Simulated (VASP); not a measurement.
# InO2 (P4_2/nnm) in VASP: single point with PBE

Aim: the single point of InO2 with PBE.

All numbers are computed with VASP 6.6.1; they aren't measurements. Logs are shortened: lines on timing, memory, paths and dates and some standing lists are left out, and cuts for length are marked.

## 1. The cell of the first run

The structure is tetragonal, space group P4_2/nnm (No. 134). Conventional cell: a = 4.018 Å, b = 4.018 Å, c = 5.856 Å, α = 90.00°, β = 90.00°, γ = 90.00°. In (site symmetry -42m) has 4 O at 2.04 Å within 2.7 Å. O (site symmetry 2/m) has 2 In at 2.04 Å within 2.7 Å.

## 2. Single point, PBE

The input, INCAR:

```
SYSTEM = InO2
ALGO     = Normal         ! electronic algorithm
EDIFF    = 1E-7           ! SCF threshold, eV
ENCUT    = 520            ! plane-wave cutoff, eV
GGA      = PE             ! functional
ISIF     = 2              ! what is computed and relaxed
ISMEAR   = 0              ! smearing method
LASPH    = .True.         ! aspherical terms in the spheres
LCHARG   = .True.         ! write CHGCAR
LELF     = .True.         ! ELF
LREAL    = .False.        ! projectors in reciprocal space
LVHAR    = .True.       
LWAVE    = .False.        ! write WAVECAR
NBANDS   = 34             ! bands
NELM     = 60             ! most SCF steps
PREC     = Accurate       ! precision mode
SIGMA    = 0.1            ! smearing width, eV
```

The input, KPOINTS:

```
k-points
0
Gamma
  4 4 4
  0 0 0
```

The input, POSCAR:

```
InO2
1.0
    4.0178292173      0.0000000000      0.0000000000
    0.0000000000      4.0178292173      0.0000000000
    0.0000000000      0.0000000000      5.8559074211
In O
2 4
Direct
    0.5000000000      0.5000000000      0.0000000000
    0.0000000000      0.0000000000      0.5000000000
    0.7500000000      0.2500000000      0.2500000000
    0.2500000000      0.7500000000      0.2500000000
    0.2500000000      0.2500000000      0.7500000000
    0.7500000000      0.7500000000      0.7500000000
```

Potentials or basis: VASP PAW PBE potentials, release 64 (In_d, O).

On the command line:

```sh
cat potpaw_PBE.64/In_d/POTCAR potpaw_PBE.64/O/POTCAR > POTCAR
mpirun -np 1 vasp_std > vasp.out
```

OUTCAR:

```text
SYSTEM = InO2
   EDIFF = 1E-7
   ENCUT = 520
   GGA = PE
   ISIF = 2
   ISMEAR = 0
   LASPH = .True.
   LREAL = .False.
   NELM = 60
   PREC = Accurate

 ion  position               nearest neighbor table
   1  0.500  0.500  0.000-   3 2.04   4 2.04   5 2.04   6 2.04
   2  0.000  0.000  0.500-   3 2.04   4 2.04   5 2.04   6 2.04
   3  0.750  0.250  0.250-   1 2.04   2 2.04
   4  0.250  0.750  0.250-   1 2.04   2 2.04
   5  0.250  0.250  0.750-   1 2.04   2 2.04
   6  0.750  0.750  0.750-   1 2.04   2 2.04

  LATTYP: Found a simple tetragonal cell.
 ALAT       =     4.0178292173
 C/A-ratio  =     1.4574804215

  Lattice vectors:

 A1 = (   4.0178292173,   0.0000000000,   0.0000000000)
 A2 = (   0.0000000000,   4.0178292173,   0.0000000000)
 A3 = (   0.0000000000,   0.0000000000,   5.8559074211)

Analysis of symmetry for initial positions (statically):
=====================================================================
 Subroutine PRICEL returns:
 Original cell was already a primitive cell.

 Routine SETGRP: Setting up the symmetry group for a
 simple tetragonal supercell.

 Subroutine GETGRP returns: Found 16 space group operations
 (whereof  8 operations were pure point group operations)
 out of a pool of 16 trial point group operations.

The static configuration has the point symmetry D_2d.
 The point group associated with its full space group is D_4h.

Analysis of symmetry for dynamics (positions and initial velocities):
=====================================================================
 Subroutine PRICEL returns:
 Original cell was already a primitive cell.

 Routine SETGRP: Setting up the symmetry group for a
 simple tetragonal supercell.

 Subroutine GETGRP returns: Found 16 space group operations
 (whereof  8 operations were pure point group operations)
 out of a pool of 16 trial point group operations.

The dynamic configuration has the point symmetry D_2d.
 The point group associated with its full space group is D_4h.

 Subroutine INISYM returns: Found 16 space group operations
 (whereof  8 operations are pure point group operations),
 and found     1 'primitive' translations

----------------------------------------------------------------------------------------

                                     Primitive cell

  volume of cell :      94.5316

  direct lattice vectors                    reciprocal lattice vectors
     4.017829217  0.000000000  0.000000000     0.248890619  0.000000000  0.000000000
     0.000000000  4.017829217  0.000000000     0.000000000  0.248890619  0.000000000
     0.000000000  0.000000000  5.855907421     0.000000000  0.000000000  0.170767727

  length of vectors
     4.017829217  4.017829217  5.855907421     0.248890619  0.248890619  0.170767727

  position of ions in fractional coordinates (direct lattice)
     0.500000000  0.500000000  0.000000000
     0.000000000  0.000000000  0.500000000
     0.750000000  0.250000000  0.250000000
     0.250000000  0.750000000  0.250000000
     0.250000000  0.250000000  0.750000000
     0.750000000  0.750000000  0.750000000

  ion indices of the primitive-cell ions
   primitive index   ion index
                 1           1
                 2           2
                 3           3
                 4           4
                 5           5
                 6           6

----------------------------------------------------------------------------------------

 KPOINTS: k-points

Automatic generation of k-mesh.
 Grid dimensions read from file:
 generate k-points for:    4    4    4

 Generating k-lattice:

  Cartesian coordinates                     Fractional coordinates (reciprocal lattice)
     0.062222655  0.000000000  0.000000000     0.250000000  0.000000000  0.000000000
     0.000000000  0.062222655  0.000000000     0.000000000  0.250000000  0.000000000
     0.000000000  0.000000000  0.042691932     0.000000000  0.000000000  0.250000000

  Length of vectors
     0.062222655  0.062222655  0.042691932

  Shift w.r.t. Gamma in fractional coordinates (k-lattice)
     0.000000000  0.000000000  0.000000000

 Subroutine IBZKPT returns following result:
 ===========================================

 Found     18 irreducible k-points:

 Following reciprocal coordinates:
            Coordinates               Weight
  0.000000  0.000000  0.000000      1.000000
  0.250000  0.000000  0.000000      4.000000
  0.500000  0.000000  0.000000      2.000000
  0.250000  0.250000  0.000000      4.000000
  0.500000  0.250000  0.000000      4.000000
  0.500000  0.500000  0.000000      1.000000
[... 10 lines left out ...]
  0.500000  0.250000  0.500000      4.000000
  0.500000  0.500000  0.500000      1.000000
   k-points           NKPTS =     18   k-points in BZ     NKDIM =     18   number of bands    NBANDS=     34
   number of dos      NEDOS =    301   number of ions     NIONS =      6
   total plane-waves  NPLWV =  43200
   dimension x,y,z NGX =    30 NGY =   30 NGZ =   48
   dimension x,y,z NGXF=    60 NGYF=   60 NGZF=   96
   ions per type =               2   4
   NGX,Y,Z   is equivalent  to a cutoff of  12.41, 12.41, 13.63 a.u.
   NGXF,Y,Z  is equivalent  to a cutoff of  24.83, 24.83, 27.25 a.u.
 SYSTEM =  InO2
   PREC   = accura    normal or accurate (medium, high low for compatibility)
   ISTART =      0    job   : 0-new  1-cont  2-samecut
   ICHARG =      2    charge: 1-file 2-atom 10-const
   ISPIN  =      1    spin polarized calculation?
   LNONCOLLINEAR =      F non collinear calculations
   LSORBIT =      F    spin-orbit coupling
   LASPH  =      T    aspherical Exc in radial PAW
   ENCUT  =  520.0 eV  38.22 Ry    6.18 a.u.   7.47  7.47 10.89*2*pi/ulx,y,z
   NELM   =     60;   NELMIN=  2; NELMDL= -5     # of ELM steps
   EDIFF  = 0.1E-06   stopping-criterion for ELM
   LREAL  =      F    real-space projection
   EDIFFG = 0.1E-05   stopping-criterion for IOM
   NSW    =      0    number of steps for IOM
   IBRION =     -1    ionic relax: 0-MD 1-quasi-New 2-CG
   NFREE  =      0    steps in history (QN), initial steepest desc. (CG)
   ISIF   =      2    stress and relaxation
   ISYM   =      2    0-nonsym 1-usesym 2-fastsym
   POTIM  = 0.5000    time-step for ionic-motion
   TEBEG  =    0.0;   TEEND  =   0.0 temperature during run
   PSTRESS=    0.0 pullay stress
   NELECT =      50.0000    total number of electrons
   NUPDOWN=      -1.0000    fix difference up-down
   EMIN   =  10.00;   EMAX   =-10.00  energy-range for DOS
   EFERMI =   0.00;   METHOD = LEGACY
   ISMEAR =     0;   SIGMA  =   0.10  broadening in eV -4-tet -1-fermi 0-gaus
   EFERMI_NEDOS =   21; number of points for ismear=-14 and -15
   IALGO  =     38    algorithm
   IMIX   =      4    mixing-type and parameters
     AMIX     =   0.40;   BMIX     =  1.00
     AMIX_MAG =   1.60;   BMIX_MAG =  1.00
  volume/ion in A,a.u.               =      15.76       106.32
  Fermi-wavevector in a.u.,A,eV,Ry     =   1.323953  2.501908 23.848980  1.752851
  Thomas-Fermi vector in A             =   2.453523
   LORBIT       =      0    0 simple, 1 ext, 2 COOP (PROOUT), +10 PAW based schemes
   GGA     = PE    functional components
   LHFCALC =     F    Hartree Fock is set to
   AEXX    =    0.0000 exact exchange contribution
   IVDW    =     0    specifies the selected vdW correction
   LEPSILON=     F    determine dielectric tensor
   LRPA    =     F    only Hartree local field effects (RPA)
 non-spin polarized calculation
 Gauss-broadening in eV      SIGMA  =   0.10
  energy-cutoff  :      520.00
  volume of cell :       94.53
 maximum number of plane-waves:      2590
 NGX is ok and might be reduce to    30
   NGX = 15   NGY = 15   NGZ = 21

 number of electron      49.9999969 magnetization

 Free energy of the ion-electron system (eV)
  ---------------------------------------------------
  ext. energy  EPLUGINS =         0.00000000
  ---------------------------------------------------
  free energy    TOTEN  =       -28.02856058 eV

  energy without entropy =      -27.98601304  energy(sigma->0) =      -28.00728681

 E-fermi :   2.2212     XC(G=0):  -9.6682

 val. band max:        2.2105422895   @ k =   0.2500   0.2500   0.0000
 cond. band min:       2.2398590613   @ k =   0.0000   0.0000   0.5000
 fundamental gap:      0.0293167718
 Fermi energy:         2.2211548743

 k-point     1 :       0.0000    0.0000    0.0000
  band No.  band energies     occupation
      1     -14.9626      2.00000
      2     -14.5425      2.00000
      3     -14.2175      2.00000
      4     -14.2175      2.00000
      5     -10.5322      2.00000
      6     -10.5322      2.00000
[... 26 lines left out ...]
     33      14.1770      0.00000
     34      14.5818      0.00000

 k-point     2 :       0.2500    0.0000    0.0000
  band No.  band energies     occupation
      1     -14.8334      2.00000
      2     -14.5029      2.00000
      3     -14.3034      2.00000
      4     -14.2735      2.00000
      5     -10.5189      2.00000
      6     -10.4733      2.00000
[... 26 lines left out ...]
     33      14.1117      0.00000
     34      14.3720      0.00000

 k-point     3 :       0.5000    0.0000    0.0000
  band No.  band energies     occupation
      1     -14.5467      2.00000
      2     -14.5467      2.00000
      3     -14.3960      2.00000
      4     -14.3960      2.00000
      5     -10.4899      2.00000
      6     -10.4899      2.00000
[... 26 lines left out ...]
     33      14.2016      0.00000
     34      14.2016      0.00000

 k-point     4 :       0.2500    0.2500    0.0000
  band No.  band energies     occupation
      1     -14.7403      2.00000
      2     -14.4685      2.00000
      3     -14.3887      2.00000
      4     -14.2813      2.00000
      5     -10.5266      2.00000
      6     -10.4763      2.00000
[... 26 lines left out ...]
     33      11.9002      0.00000
     34      14.5387      0.00000

 k-point     5 :       0.5000    0.2500    0.0000
  band No.  band energies     occupation
      1     -14.5489      2.00000
      2     -14.5489      2.00000
      3     -14.3732      2.00000
      4     -14.3732      2.00000
      5     -10.5106      2.00000
      6     -10.5106      2.00000
[... 399 lines left out ...]
 k-point    16 :       0.2500    0.2500    0.5000
  band No.  band energies     occupation
      1     -14.6520      2.00000
      2     -14.5625      2.00000
      3     -14.3886      2.00000
      4     -14.2759      2.00000
      5     -10.5650      2.00000
      6     -10.4597      2.00000
[... 26 lines left out ...]
     33      13.4283      0.00000
     34      13.7130      0.00000

 k-point    17 :       0.5000    0.2500    0.5000
  band No.  band energies     occupation
      1     -14.5517      2.00000
      2     -14.5117      2.00000
      3     -14.4303      2.00000
      4     -14.3465      2.00000
      5     -10.5386      2.00000
      6     -10.4760      2.00000
[... 26 lines left out ...]
     33      13.2314      0.00000
     34      13.3368      0.00000

 k-point    18 :       0.5000    0.5000    0.5000
  band No.  band energies     occupation
      1     -14.5494      2.00000
      2     -14.5494      2.00000
      3     -14.3744      2.00000
      4     -14.3169      2.00000
      5     -10.5866      2.00000
      6     -10.5866      2.00000
[... 26 lines left out ...]
     33      12.2643      0.00000
     34      13.0549      0.00000

------------------------ aborting loop because EDIFF is reached ----------------------------------------

  FORCE on cell =-STRESS in cart. coord.  units (eV):
  Direction    XX          YY          ZZ          XY          YZ          ZX
  --------------------------------------------------------------------------------------
  -------------------------------------------------------------------------------------
  Total        0.1118580      0.1118580      0.3506475      0.0000000     -0.0000000      0.0000000
  in kB        1.8958345      1.8958345      5.9429784      0.0000000     -0.0000000      0.0000000
  external PRESSURE =       3.2448825 kB  Pullay stress =       0.0000000 kB

 VOLUME and BASIS-vectors are now :
 -----------------------------------------------------------------------------
  energy-cutoff  :      520.00
  volume of cell :       94.53
      direct lattice vectors                 reciprocal lattice vectors
     4.017829217  0.000000000  0.000000000     0.248890619  0.000000000  0.000000000
     0.000000000  4.017829217  0.000000000     0.000000000  0.248890619  0.000000000
     0.000000000  0.000000000  5.855907421     0.000000000  0.000000000  0.170767727

 POSITION                                       TOTAL-FORCE (eV/Angst)
 -----------------------------------------------------------------------------------
      2.00891      2.00891      0.00000        -0.000000      0.000000     -0.000000
      0.00000      0.00000      2.92795        -0.000000     -0.000000     -0.000000
      3.01337      1.00446      1.46398        -0.000000     -0.000000      0.000000
      1.00446      3.01337      1.46398         0.000000     -0.000000      0.000000
      1.00446      1.00446      4.39193        -0.000000      0.000000     -0.000000
      3.01337      3.01337      4.39193         0.000000      0.000000      0.000000
 -----------------------------------------------------------------------------------
    total drift:                                0.000000      0.000000     -0.000000

  FREE ENERGIE OF THE ION-ELECTRON SYSTEM (eV)
  ---------------------------------------------------
  free  energy   TOTEN  =       -28.0285605751 eV

  energy  without entropy=      -27.9860130378  energy(sigma->0) =      -28.00728681
```

Wall time 32 s (1 thread of AMD EPYC 9R45 (Zen 5), shared host); peak memory 0.18 GiB.

Results:

```
Free energy            : -28.0286 eV
Pressure               : 0.3 GPa
Band gap on the k mesh : zero (band 25 reaches 2.56 eV, above the bottom of band 26 at 1.71 eV)
```

Stress tensor (GPa, compression positive):
```
0.19 0.00 0.00
0.00 0.19 0.00
0.00 0.00 0.59
```

Levels at points of the mesh, in eV from the Fermi level:
```
           k point  band 23  band 24  band 25  band 26  band 27  band 28
(0.00, 0.00, 0.00)    -0.10    -0.10     0.29     0.29     1.27     7.27
(0.50, 0.00, 0.00)    -0.81    -0.81    -0.52    -0.52     4.78     4.78
(0.50, 0.50, 0.00)     0.15     0.15     0.33     0.33     5.59     5.59
(0.00, 0.00, 0.50)     0.02     0.02     0.02     0.02     3.99     3.99
(0.50, 0.00, 0.50)    -0.76    -0.76    -0.44    -0.44     5.18     5.18
(0.50, 0.50, 0.50)     0.15     0.15     0.24     0.43     3.18     6.33
```

Caveat: the k points lie up to 0.39 Å⁻¹ apart; spin-orbit coupling is left out, which moves the levels of the heavy elements.
